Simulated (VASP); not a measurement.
# Al3NiPd2: single point with PBE

The system is Al3NiPd2.

```
CELL_PARAMETERS angstrom
4.27108 0.00000 0.00000
-2.13554 3.69886 0.00000
0.00000 0.00000 5.24303
ATOMIC_POSITIONS crystal
Al 0.66667 0.33333 0.84415
Al 0.33333 0.66667 0.15585
Al 0.00000 0.00000 0.50000
Ni 0.00000 0.00000 0.00000
Pd 0.33333 0.66667 0.66755
Pd 0.66667 0.33333 0.33245
```

| Item | Value |
| --- | --- |
| Program | VASP 6.6.1 |
| Task | single point |
| Functional | PBE |
| Potentials or basis | VASP PAW PBE potentials, release 64 (Al, Ni, Pd) |
| Cutoff | 520 eV |
| k mesh | 12 × 12 × 8 |
| Occupations | gaussian, width 0.1 eV |
| Spin | no spin polarisation |
| Dipole correction | no |
| Further INCAR settings | ALGO = Fast; EDIFF = 1e-06; NBANDS = 28 |

```json
{
  "Pressure": "0.0 GPa",
  "Largest force": "0.004 eV/Å"
}
```

Forces on the atoms (eV/Å):
```
Al   0.000  0.000  0.000
Al   0.000  0.000  0.000
Al   0.000  0.000  0.000
Ni   0.000  0.000  0.000
Pd   0.000  0.000 -0.004
Pd   0.000  0.000  0.004
```

Levels at points of the mesh, in eV from the Fermi level:
| k point | band 18 | band 19 | band 20 | band 21 | band 22 | band 23 |
| --- | --- | --- | --- | --- | --- | --- |
| (0.00, 0.00, 0.00) | -1.55 | 2.10 | 2.10 | 2.31 | 2.31 | 2.80 |
| (0.50, 0.00, 0.00) | -1.83 | -1.26 | 0.21 | 0.48 | 1.81 | 2.45 |
| (0.00, 0.00, 0.50) | 1.74 | 2.14 | 2.14 | 2.23 | 2.82 | 2.82 |
| (0.50, 0.00, 0.50) | -1.74 | -0.80 | 0.57 | 0.58 | 2.06 | 2.85 |

Wall time 3 min on 1 thread of Intel(R) Xeon(R) Platinum 8488C (Sapphire Rapids), with other jobs on the host, peak memory 0.41 GiB.

Spin polarisation is off, so any magnetic state and its effect on volume and gap are missing.
